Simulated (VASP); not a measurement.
# BaZr2O5: single point with PBE

The system is BaZr2O5.

```xyz
8
Lattice="3.9724 0.0001 -0.0012 0.0001 3.9757 -0.0045 -0.0028 -0.0102 8.9633" Properties=species:S:1:pos:R:3 pbc="T T T"
Ba    0.0000    0.0000    0.0000
Zr    1.9862    1.9875    2.5200
Zr    1.9836    1.9781    6.4374
O     0.0001    1.9885    1.8403
O     1.9864    0.0002    1.8447
O    -0.0027    1.9772    7.1184
O     1.9833   -0.0101    7.1174
O     1.9850    1.9826    4.4788
```

```json
{"Program": "VASP 6.6.1", "Task": "single point", "Functional": "PBE", "Potentials or basis": "VASP PAW PBE potentials, release 64 (Ba_sv, Zr_sv, O)", "Cutoff": "520 eV", "k mesh": "4 × 4 × 2", "Occupations": "gaussian, width 0.1 eV", "Spin": "no spin polarisation"}
```

| Item | Value |
| --- | --- |
| Pressure | 0.9 GPa |
| Largest force | 0.077 eV/Å |
| Band gap on the k mesh | 1.58 eV |

Forces on the atoms (eV/Å):
```
Ba   0.000  0.000  0.000
Zr   0.000  0.000  0.007
Zr   0.000  0.000 -0.007
O    0.000  0.001  0.077
O    0.000  0.000  0.076
O    0.000 -0.001 -0.076
O    0.000 -0.001 -0.076
O    0.000  0.000 -0.001
```

Stress tensor (GPa, compression positive):
```
0.83 0.00 0.02
0.00 0.76 0.06
0.02 0.06 1.20
```

Levels at points of the mesh, in eV from the valence-band top:
```tsv
k point	band 30	band 31	band 32	band 33	band 34	band 35
(0.00, 0.00, 0.00)	-1.06	-0.68	-0.68	2.83	3.45	3.56
(0.50, 0.00, 0.00)	-1.76	-1.67	-1.09	3.59	3.79	4.88
(0.00, 0.50, 0.00)	-1.75	-1.67	-1.09	3.59	3.80	4.88
(0.50, 0.50, 0.00)	-1.18	-0.10	0.00	1.58	3.86	3.87
(0.00, 0.00, 0.50)	-0.89	-0.75	-0.75	3.22	3.49	3.52
(0.50, 0.00, 0.50)	-1.61	-1.51	-1.00	3.59	4.32	4.78
(0.00, 0.50, 0.50)	-1.61	-1.51	-1.00	3.60	4.33	4.78
(0.50, 0.50, 0.50)	-1.47	-0.10	0.00	2.11	3.87	3.87
```

Run time: 3.9 min on 1 thread of Intel Xeon 8259CL (shared host), peak memory 0.3 GiB.

Caveat: spin-orbit coupling is left out, which moves the levels of the heavy elements. A k mesh can miss the band edges.
